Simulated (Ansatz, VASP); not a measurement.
## One calculation of Zn3SeS2, two programs

```
CELL_PARAMETERS angstrom
3.91584 0.00000 0.00000
-1.95792 3.39122 0.00000
0.00000 0.00000 19.21942
ATOMIC_POSITIONS crystal
Zn 0.00000 0.00000 0.00510
Zn 0.00000 0.00000 0.50510
Zn 0.33333 0.66667 0.16671
Zn 0.66667 0.33333 0.66671
Zn 0.66667 0.33333 0.32846
Zn 0.33333 0.66667 0.82846
Se 0.66667 0.33333 0.45742
Se 0.33333 0.66667 0.95742
S 0.00000 0.00000 0.12771
S 0.00000 0.00000 0.62771
S 0.33333 0.66667 0.28960
S 0.66667 0.33333 0.78960
```

Alike in both runs: task single point; functional PBE; k mesh 12 × 12 × 2; occupations gaussian, width 0.02 eV; no spin polarisation.

|  | VASP | Ansatz |
| --- | --- | --- |
| version | VASP 6.6.1 | Ansatz 0.2.0 |
| potentials or method | VASP PAW PBE potentials, release 64 (Zn, Se, S), cutoff 520 eV | scalar-relativistic, plane waves, PAW |
| valence electrons in the cell | 108 | 128 |

|  | VASP | Ansatz | Ansatz less VASP |
| --- | --- | --- | --- |
| gap on the k mesh at the Fermi level (eV) | 1.45 | 1.45 | 0.000 |
| least direct gap on the mesh (eV) | 1.45 | 1.45 | 0.000 |

VASP's potentials hold 108 valence electrons a cell and Ansatz's 128, so a difference there can come from the potentials and not from the codes.
